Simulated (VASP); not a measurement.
Set up this calculation in VASP 6.6.1, as the native input.

* Task: electric field gradients
* Functional: PBE
* Potentials or basis: VASP PAW PBE potentials, release 64 (Co)
* Cutoff: 520 eV
* k mesh: 19 × 19 × 10
* Occupations: fermi-dirac, width 0.05 eV
* Spin: collinear spin, ferromagnetic start
* Starting moments: [2.0, 2.0] μB
* Dipole correction: no
* Further INCAR settings: ALGO = Normal; EDIFF = 1e-08; NBANDS = 20

The structure of Co lies in POSCAR:

```
Co
1.0
    2.4935546764      0.0000000000      0.0000000000
   -1.2467773382      2.1594816955      0.0000000000
    0.0000000000      0.0000000000      4.0496739422
Co
2
Direct
    0.3333333333      0.6666666667      0.2500000000
    0.6666666667      0.3333333333      0.7500000000
```

These files were run (other wordings do the same):

INCAR

```
SYSTEM = Co
PREC = Accurate ; ENCUT = 520
EDIFF = 1E-8 ; ISMEAR = -1
SIGMA = 0.05 ; LREAL = .FALSE.
LASPH = .TRUE. ; NELM = 150
ALGO = Normal ; ISIF = 2
LWAVE = .FALSE. ; LCHARG = .FALSE.
ISPIN = 2 ; MAGMOM = 2 2
LORBIT = 11 ; LMAXMIX = 4
GGA = PE ; LEFG = .TRUE.
NBANDS = 20
```

KPOINTS

```
Automatic mesh
0
G
  19 19 10
  0 0 0
```

Potentials or basis: VASP PAW PBE potentials, release 64 (Co).

The run is started by

```bash
$ cat potpaw_PBE.64/Co/POTCAR > POTCAR
$ mpirun -np 1 vasp_std > vasp.out
```

It gave:

```
Pressure                                              : -1.5 GPa
Net moment                                            : 3.22 μB per cell
Site moments                                          : Co +1.63 μB
Largest electric field gradient by atom               : Co -2.0 V/Å²
Valence electrons inside the program's atomic spheres : Co 8.26
```

Caveat: without QUAD_EFG the Cq values of the log hold for a quadrupole moment of 1 mb, not for the nuclei.

Wall time 4.2 min on 1 thread of Intel(R) Xeon(R) Platinum 8259CL CPU @ 2.50GHz (Skylake/Cascade Lake), on a shared host, peak memory 0.26 GiB.
